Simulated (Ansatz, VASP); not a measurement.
## One calculation of SnO2, two programs

File INCAR:

```
SYSTEM = SnO2
  PREC = Accurate
  ENCUT = 520
  EDIFF = 1E-7
  ISMEAR = 0
  SIGMA = 0.01
  LREAL = .FALSE.
  LASPH = .TRUE.
  NELM = 80
  ALGO = Normal
  ISIF = 2
  LWAVE = .FALSE.
  LCHARG = .FALSE.
  GGA = CA
  NBANDS = 20
```

Contents of KPOINTS:

```
regular mesh
0
G
  6 6 6
  0 0 0
```

Contents of POSCAR:

```
SnO2
1.0
    1.6170900000      0.9336300000      4.8005900000
   -1.6170900000      0.9336300000      4.8005900000
    0.0000000000     -1.8672600000      4.8005900000
Sn O
1 2
Direct
    0.5094200000      0.4755800000      0.5048900000
    0.2988337650      0.2010137650      0.1988724700
    0.8449500000      0.6905000000      0.7700400000
```

Input for Ansatz:

```yaml
crystal:
  lattice:
    - [1.61709, 0.93363, 4.80059]
    - [-1.61709, 0.93363, 4.80059]
    - [0.0, -1.86726, 4.80059]
  atoms:
    - { symbol: Sn, position: [0.50942, 0.47558, 0.50489] }
    - { symbol: O, position: [0.298833765017548, 0.201013765017548, 0.19887246996490401] }
    - { symbol: O, position: [0.84495, 0.6905, 0.77004] }
basis:
  ecutwfc: 540.0
  xc_grid: 2
kpoints:
  mp_grid:
    grid: [6, 6, 6]
hamiltonian:
  xc: lda
scf:
  convergence:
    dr2_threshold: 1.0e-09
  occupations:
    method: fixed
output:
  forces: true
  stress: true
```

Alike in both runs: task single point; functional LDA; k mesh 6 × 6 × 6; no spin polarisation.

```csv
,VASP,Ansatz
version,VASP 6.6.1,Ansatz 0.2.0
potentials or method,"VASP PAW LDA potentials, release 64 (Sn_d, O), cutoff 520 eV","plane waves, PAW"
occupations,"gaussian, width 0.01 eV",fixed
valence electrons in the cell,26,26
```

|  | VASP | Ansatz | Ansatz less VASP |
| --- | --- | --- | --- |
| pressure (GPa) | 1.3 | 0.5 | -0.83 |
| traceless stress, the component that is largest in VASP (GPa) | 7.67 | 7.57 | -0.102 |
| rms of the force components (eV/Å) | 1.558 | 1.516 | -0.0415 |

LDA's correlation is that of Perdew and Zunger in VASP and of Perdew and Wang (1992) in Ansatz. Atom by atom the forces differ by 0.051 eV/Å (rms over components). Ansatz's warnings: stress scf threshold loose.
